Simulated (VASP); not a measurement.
# Be3Bi2 (P6/mmm) in VASP: notebook

The runs below take Be3Bi2 through single point, relaxation of cell and atoms, with PBE.

All numbers are computed with VASP 6.6.1; they aren't measurements. Logs are shortened: lines on timing, memory, paths and dates and some standing lists are left out, and cuts for length are marked.

### 1 The cell of the first run

Symmetry: P6/mmm, No. 191, hexagonal system. The conventional cell has a = 5.003 Å, b = 5.003 Å, c = 5.364 Å, α = 90.00°, β = 90.00°, γ = 120.00°. Be (site symmetry -6m2) has 2 Bi at 2.68 Å and 6 Be at 2.89 Å within 3.5 Å. Be (site symmetry 6/mmm) has 6 Be at 2.89 Å and 12 Bi at 3.94 Å within 4.0 Å. Bi (site symmetry -6m2) has 2 Be at 2.68 Å and 3 Bi at 2.89 Å within 3.5 Å.

The cell was generated, and may not be a known phase.

### 2 Single point, PBE

File INCAR:

```
SYSTEM = Be3Bi2
PREC     = Accurate       ! precision mode
ENCUT    = 520            ! plane-wave cutoff, eV
EDIFF    = 1E-7           ! SCF threshold, eV
ISMEAR   = 0              ! smearing method
SIGMA    = 0.1            ! smearing width, eV
LREAL    = .False.        ! projectors in reciprocal space
LASPH    = .True.         ! aspherical terms in the spheres
NELM     = 100            ! most SCF steps
ALGO     = Fast           ! electronic algorithm
ISIF     = 2              ! what is computed and relaxed
LWAVE    = .False.        ! write WAVECAR
LCHARG   = .False.        ! write CHGCAR
GGA      = PE             ! functional
NBANDS   = 26             ! bands
```

File KPOINTS:

```
Automatic mesh
0
Gamma
  12 12 8
  0 0 0
```

File POSCAR:

```
Be3Bi2
1.0
    5.0029823916      0.0000000000      0.0000000000
   -2.5014911958      4.3327098458      0.0000000000
    0.0000000000      0.0000000000      5.3636793421
Be Bi
3 2
Direct
    0.3333333333      0.6666666667      0.5000000000
    0.6666666667      0.3333333333      0.5000000000
    0.0000000000      0.0000000000      0.5000000000
    0.3333333333      0.6666666667      0.0000000000
    0.6666666667      0.3333333333      0.0000000000
```

Potentials or basis: VASP PAW PBE potentials, release 64 (Be, Bi_d).

Launch:

```console
> cat potpaw_PBE.64/Be/POTCAR potpaw_PBE.64/Bi_d/POTCAR > POTCAR
> mpirun -np 1 vasp_std > vasp.out
```

OUTCAR:

```text
SYSTEM = Be3Bi2
   PREC = Accurate
   ENCUT = 520
   EDIFF = 1E-7
   ISMEAR = 0
   LREAL = .False.
   LASPH = .True.
   NELM = 100
   ISIF = 2
   GGA = PE

 ion  position               nearest neighbor table
   1  0.333  0.667  0.500-   4 2.68   4 2.68
   2  0.667  0.333  0.500-   5 2.68   5 2.68
   3  0.000  0.000  0.500-
   4  0.333  0.667  0.000-   1 2.68   1 2.68   5 2.89   5 2.89   5 2.89
   5  0.667  0.333  0.000-   2 2.68   2 2.68   4 2.89   4 2.89   4 2.89

  LATTYP: Found a hexagonal cell.
 ALAT       =     5.0029823916
 C/A-ratio  =     1.0720963862

  Lattice vectors:

 A1 = (   5.0029823916,   0.0000000000,   0.0000000000)
 A2 = (  -2.5014911958,   4.3327098458,   0.0000000000)
 A3 = (   0.0000000000,   0.0000000000,   5.3636793421)

Analysis of symmetry for initial positions (statically):
=====================================================================
 Subroutine PRICEL returns:
 Original cell was already a primitive cell.

 Routine SETGRP: Setting up the symmetry group for a
 hexagonal supercell.

 Subroutine GETGRP returns: Found 24 space group operations
 (whereof 24 operations were pure point group operations)
 out of a pool of 24 trial point group operations.

The static configuration has the point symmetry D_6h.

Analysis of symmetry for dynamics (positions and initial velocities):
=====================================================================
 Subroutine PRICEL returns:
 Original cell was already a primitive cell.

 Routine SETGRP: Setting up the symmetry group for a
 hexagonal supercell.

 Subroutine GETGRP returns: Found 24 space group operations
 (whereof 24 operations were pure point group operations)
 out of a pool of 24 trial point group operations.

The dynamic configuration has the point symmetry D_6h.

 Subroutine INISYM returns: Found 24 space group operations
 (whereof 24 operations are pure point group operations),
 and found     1 'primitive' translations

----------------------------------------------------------------------------------------

                                     Primitive cell

  volume of cell :     116.2656

  direct lattice vectors                    reciprocal lattice vectors
     5.002982392  0.000000000  0.000000000     0.199880775  0.115401220  0.000000000
[... 92 lines left out ...]
   EDIFF  = 0.1E-06   stopping-criterion for ELM
   LREAL  =      F    real-space projection
   EDIFFG = 0.1E-05   stopping-criterion for IOM
   NSW    =      0    number of steps for IOM
   IBRION =     -1    ionic relax: 0-MD 1-quasi-New 2-CG
   NFREE  =      0    steps in history (QN), initial steepest desc. (CG)
   ISIF   =      2    stress and relaxation
   ISYM   =      2    0-nonsym 1-usesym 2-fastsym
   POTIM  = 0.5000    time-step for ionic-motion
   TEBEG  =    0.0;   TEEND  =   0.0 temperature during run
   PSTRESS=    0.0 pullay stress
   NELECT =      36.0000    total number of electrons
   NUPDOWN=      -1.0000    fix difference up-down
   EMIN   =  10.00;   EMAX   =-10.00  energy-range for DOS
   EFERMI =   0.00;   METHOD = LEGACY
   ISMEAR =     0;   SIGMA  =   0.10  broadening in eV -4-tet -1-fermi 0-gaus
   EFERMI_NEDOS =   21; number of points for ismear=-14 and -15
   IALGO  =     68    algorithm
   IMIX   =      4    mixing-type and parameters
     AMIX     =   0.40;   BMIX     =  1.00
     AMIX_MAG =   1.60;   BMIX_MAG =  1.00
  volume/ion in A,a.u.               =      23.25       156.92
  Fermi-wavevector in a.u.,A,eV,Ry     =   1.107538  2.092943 16.689448  1.226640
  Thomas-Fermi vector in A             =   2.244053
   LORBIT       =      0    0 simple, 1 ext, 2 COOP (PROOUT), +10 PAW based schemes
   GGA     = PE    functional components
   LHFCALC =     F    Hartree Fock is set to
   AEXX    =    0.0000 exact exchange contribution
   IVDW    =     0    specifies the selected vdW correction
   LEPSILON=     F    determine dielectric tensor
   LRPA    =     F    only Hartree local field effects (RPA)
 non-spin polarized calculation
 RMM-DIIS sequential band-by-band and
 Gauss-broadening in eV      SIGMA  =   0.10
  energy-cutoff  :      520.00
  volume of cell :      116.27
 maximum number of plane-waves:      3158
 NGX is ok and might be reduce to    40
   NGX = 19   NGY = 19   NGZ = 19

 number of electron      36.0000009 magnetization

 Free energy of the ion-electron system (eV)
  ---------------------------------------------------
  ext. energy  EPLUGINS =         0.00000000
  ---------------------------------------------------
  free energy    TOTEN  =       -13.49615795 eV

  energy without entropy =      -13.48263826  energy(sigma->0) =      -13.48939811

 E-fermi :   4.8593     XC(G=0):  -9.1302

 val. band max:        4.8578008153   @ k =   0.4167   0.0833   0.2500
 cond. band min:       4.8971473191   @ k =   0.3333   0.2500   0.1250
 fundamental gap:      0.0393465037
 Fermi energy:         4.8592935936

 k-point     1 :       0.0000    0.0000    0.0000
  band No.  band energies     occupation
      1     -18.1774      2.00000
      2     -18.1774      2.00000
      3     -18.1183      2.00000
      4     -18.0083      2.00000
      5     -18.0083      2.00000
      6     -17.9261      2.00000
[... 685 lines left out ...]
     25      10.4300      0.00000
     26      10.8714      0.00000

 [... further k-points ...]

------------------------ aborting loop because EDIFF is reached ----------------------------------------

  FORCE on cell =-STRESS in cart. coord.  units (eV):
  Direction    XX          YY          ZZ          XY          YZ          ZX
  --------------------------------------------------------------------------------------
  -------------------------------------------------------------------------------------
  Total       -0.0227185     -0.0227185     -0.0159293      0.0000000     -0.0000000      0.0000000
  in kB       -0.3130675     -0.3130675     -0.2195105      0.0000000     -0.0000000      0.0000000
  external PRESSURE =      -0.2818818 kB  Pullay stress =       0.0000000 kB

 VOLUME and BASIS-vectors are now :
 -----------------------------------------------------------------------------
  energy-cutoff  :      520.00
  volume of cell :      116.27
      direct lattice vectors                 reciprocal lattice vectors
     5.002982392  0.000000000  0.000000000     0.199880775  0.115401220  0.000000000
    -2.501491196  4.332709846  0.000000000     0.000000000  0.230802439  0.000000000
     0.000000000  0.000000000  5.363679342     0.000000000  0.000000000  0.186439184

 POSITION                                       TOTAL-FORCE (eV/Angst)
 -----------------------------------------------------------------------------------
     -0.00000      2.88847      2.68184         0.000000     -0.000000      0.000000
      2.50149      1.44424      2.68184         0.000000      0.000000      0.000000
      0.00000      0.00000      2.68184         0.000000      0.000000      0.000000
     -0.00000      2.88847      0.00000        -0.000000      0.000000      0.000000
      2.50149      1.44424      0.00000         0.000000     -0.000000     -0.000000
 -----------------------------------------------------------------------------------
    total drift:                                0.000000     -0.000000      0.000000

  FREE ENERGIE OF THE ION-ELECTRON SYSTEM (eV)
  ---------------------------------------------------
  free  energy   TOTEN  =       -13.4961579518 eV

  energy  without entropy=      -13.4826382601  energy(sigma->0) =      -13.48939811
```

stdout:

```text
POSCAR found type information on POSCAR BeBi
 POSCAR found :  2 types and       5 ions
 scaLAPACK will be used
 LDA part: xc-table for (Slater+PW92), standard interpolation
 POSCAR, INCAR and KPOINTS ok, starting setup
 FFT: planning ... GRIDC
 FFT: planning ... GRID_SOFT
 FFT: planning ... GRID
 WAVECAR not read
 entering main loop
```

Run time: 3.4 min. Hardware: 1 thread of AMD EPYC 9R45 (Zen 5), shared host; peak memory 0.37 GiB.

What came out:

```
Free energy            : -13.4962 eV
Pressure               : 0.0 GPa
Band gap on the k mesh : zero (bands 18 and 19 overlap by 1.89 eV)
```

Levels at points of the mesh, in eV from the Fermi level:
| k point | band 14 | band 15 | band 16 | band 17 | band 18 | band 19 | band 20 | band 21 | band 22 | band 23 |
| --- | --- | --- | --- | --- | --- | --- | --- | --- | --- | --- |
| (0.00, 0.00, 0.00) | -4.27 | -2.96 | -2.96 | -0.14 | -0.12 | -0.12 | 1.61 | 1.84 | 1.84 | 3.32 |
| (0.50, 0.00, 0.00) | -3.65 | -3.13 | -2.66 | -2.01 | -1.18 | 0.13 | 1.70 | 2.15 | 3.32 | 4.08 |
| (0.00, 0.00, 0.50) | -2.64 | -2.64 | -0.79 | 0.47 | 0.67 | 0.67 | 0.83 | 0.83 | 1.18 | 1.40 |
| (0.50, 0.00, 0.50) | -4.34 | -3.66 | -2.16 | -1.14 | -1.09 | 2.30 | 3.00 | 3.14 | 3.94 | 4.41 |

Caveat: spin-orbit coupling is left out, which moves the levels of the heavy elements.

### 3 Relaxation of cell and atoms, PBE

File INCAR:

```
PREC     = Accurate       # precision mode
ENCUT    = 600            # plane-wave cutoff, eV
EDIFF    = 1E-7           # SCF threshold, eV
ISMEAR   = 0              # smearing method
SIGMA    = 0.1            # smearing width, eV
LREAL    = F              # projectors in reciprocal space
LASPH    = T              # aspherical terms in the spheres
NELM     = 60             # most SCF steps
ALGO     = Fast           # electronic algorithm
ISIF     = 3              # what is computed and relaxed
LWAVE    = F              # write WAVECAR
LCHARG   = F              # write CHGCAR
GGA      = PE             # functional
IBRION   = 2              # ionic algorithm
NSW      = 100            # ionic steps
EDIFFG   = -0.01          # ionic threshold
```

File KPOINTS:

```
regular mesh
0
Gamma
  12 12 8
```

POSCAR, as its differences from that of step 2:

```diff
@@ -2,5 +2,5 @@
 1.0
-    5.0029823916      0.0000000000      0.0000000000
-   -2.5014911958      4.3327098458      0.0000000000
-    0.0000000000      0.0000000000      5.3636793421
+    4.9736379986      0.0000000000      0.0000000000
+   -2.4868189993      4.3072968560      0.0000000000
+    0.0000000000      0.0000000000      5.4283640491
 Be Bi
```

Potentials or basis: VASP PAW PBE potentials, release 64 (Be, Bi_d).

Launch:

```console
> cat potpaw_PBE.64/Be/POTCAR potpaw_PBE.64/Bi_d/POTCAR > POTCAR
> mpirun -np 1 vasp_std > vasp.out
```

Run time: 6.9 min. Hardware: 1 thread of AMD EPYC 9R45 (Zen 5), shared host; peak memory 0.42 GiB.

The run converged. Its results:

```
Free energy                           : -13.4964 eV
Relaxed volume                        : 23.28 Å³/atom
Relaxed cell                          : a = 5.004 Å, b = 5.004 Å, c = 5.368 Å, α = 90.00°, β = 90.00°, γ = 120.00°
Space group after relaxing (to 0.1 Å) : P6/mmm (No. 191)
Energy gained by relaxing             : 1.2 meV/atom
Ionic steps                           : 3
Pressure after relaxing               : 0.0 GPa
Band gap on the k mesh                : zero (bands 18 and 19 overlap by 1.89 eV)
```

The path:
```tsv
step	energy change (eV)	largest force (eV/Å)	pressure (GPa)	volume (Å³)
1	0.0000	0.0000	0.02	116.29
2	-0.0044	0.0000	-0.02	116.35
3	-0.0058	0.0000	-0.05	116.39
```

Final structure:
```yaml
crystal:
  lattice:
    - [5.00373, 0.00000, 0.00000]
    - [-2.50187, 4.33336, 0.00000]
    - [0.00000, 0.00000, 5.36764]
  atoms:
    - { symbol: Be, position: [0.33333, 0.66667, 0.50000] }
    - { symbol: Be, position: [0.66667, 0.33333, 0.50000] }
    - { symbol: Be, position: [0.00000, 0.00000, 0.50000] }
    - { symbol: Bi, position: [0.33333, 0.66667, 0.00000] }
    - { symbol: Bi, position: [0.66667, 0.33333, 0.00000] }
```

Levels at points of the mesh, in eV from the Fermi level:
| k point | band 15 | band 16 | band 17 | band 18 | band 19 | band 20 | band 21 | band 22 |
| --- | --- | --- | --- | --- | --- | --- | --- | --- |
| (0.00, 0.00, 0.00) | -2.96 | -2.96 | -0.13 | -0.11 | -0.11 | 1.61 | 1.84 | 1.84 |
| (0.50, 0.00, 0.00) | -3.12 | -2.66 | -2.00 | -1.18 | 0.13 | 1.70 | 2.15 | 3.32 |
| (0.00, 0.00, 0.50) | -2.63 | -0.79 | 0.46 | 0.67 | 0.67 | 0.84 | 0.84 | 1.18 |
| (0.50, 0.00, 0.50) | -3.66 | -2.16 | -1.14 | -1.09 | 2.29 | 3.00 | 3.14 | 3.94 |

Caveat: spin-orbit coupling is left out, which moves the levels of the heavy elements.

The gap in the log of VASP goes by the Fermi energy; the results here count the filled bands.